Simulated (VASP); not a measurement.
The system is MoS.

```
Mo S
1.0
     0.00000    2.62345    2.62345
     2.62345    0.00000    2.62345
     2.62345    2.62345    0.00000
Mo S
1 1
Direct
  0.50000 0.50000 0.50000
  0.00000 0.00000 0.00000
```

| Property | Result |
| --- | --- |
| Program | VASP 6.6.1 |
| Task | relaxation of cell and atoms |
| Functional | PBE |
| Potentials or basis | VASP PAW PBE potentials, release 64 (Mo_sv, S) |
| Cutoff | 600 eV |
| k mesh | 6 × 6 × 6 |
| Occupations | gaussian, width 0.1 eV |
| Spin | collinear spin, ferromagnetic start |
| Starting moments | [1.0, 0.0] μB |

At the start: pressure -19.1 GPa; volume 18.06 Å³/atom.

Q: How do energy, volume and symmetry change on relaxing?

A: Over 4 steps the energy falls by 193.5 meV/atom and the volume is 15.26 Å³/atom (-15.5 %); space group Fm-3m (No. 225, to 0.05 Å); moment 0.00 μB per cell.

Step by step:
```csv
step,energy change (eV),largest force (eV/Å),pressure (GPa),volume (Å³)
1,0.0000,0.0000,-19.15,36.11
2,0.0913,0.0000,39.57,25.97
3,-0.3863,0.0000,-1.10,30.68
4,-0.3870,0.0000,-0.30,30.52
```

Final structure:
```
Mo S
1.0
     0.00000    2.48046    2.48046
     2.48046    0.00000    2.48046
     2.48046    2.48046    0.00000
Mo S
1 1
Direct
  0.50000 0.50000 0.50000
  0.00000 0.00000 0.00000
```

Caveat: the volume moved by over 15 % at a fixed basis, so the end points are rough.
